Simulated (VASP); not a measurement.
Write the native input for VASP 6.6.1 that does the following.

- Task: single point
- Functional: LDA
- Potentials or basis: VASP PAW LDA potentials, release 64 (In_d, As)
- Cutoff: 520 eV
- k mesh: 14 × 14 × 14
- Occupations: gaussian, width 0.15 eV
- Spin: no spin polarisation
- Dipole correction: no
- Further INCAR settings: ALGO = Normal; EDIFF = 1e-06; NBANDS = 16

The structure of InAs lies in POSCAR:

```
InAs
1.0
    0.0000000000      2.8773040000      3.1074883200
    2.8773040000      0.0000000000      3.1074883200
    2.8773040000      2.8773040000      0.0000000000
In As
1 1
Direct
    0.5000000000      0.5000000000      0.5000000000
    0.0000000000      0.0000000000      0.0000000000
```

This cell differs from its parent crystal: strain +0.000 along x and y, +0.080 along z.

The input as run:

INCAR

```
SYSTEM = InAs
ALGO     = Normal         ! electronic algorithm
EDIFF    = 1E-6           ! SCF threshold, eV
ENCUT    = 520            ! plane-wave cutoff, eV
ISIF     = 2              ! what is computed and relaxed
ISMEAR   = 0              ! smearing method
LASPH    = .True.         ! aspherical terms in the spheres
LCHARG   = .False.        ! write CHGCAR
LREAL    = .False.        ! projectors in reciprocal space
LWAVE    = .False.        ! write WAVECAR
NBANDS   = 16             ! bands
NELM     = 60             ! most SCF steps
PREC     = Accurate       ! precision mode
SIGMA    = 0.15           ! smearing width, eV
```

KPOINTS

```
k-points
0
Gamma
  14 14 14
  0 0 0
```

Potentials or basis: VASP PAW LDA potentials, release 64 (In_d, As).

Launch:

```bash
$ cat potpaw_LDA.64/In_d/POTCAR potpaw_LDA.64/As/POTCAR > POTCAR
$ mpirun -np 1 vasp_std > vasp.out
```

Results of the run:

```json
{
 "Pressure": "-7.6 GPa",
 "Band gap on the k mesh": "zero (band 9 reaches 5.36 eV, above the bottom of band 10 at 3.11 eV)"
}
```

Caveat: the cell differs from its parent crystal (strain +0.000 along x and y, +0.080 along z); spin-orbit coupling is left out, which moves the levels of the heavy elements.

It took 3.4 min on 1 thread of Intel(R) Xeon(R) Platinum 8259CL CPU @ 2.50GHz (Skylake/Cascade Lake) (shared host), peak memory 0.32 GiB.
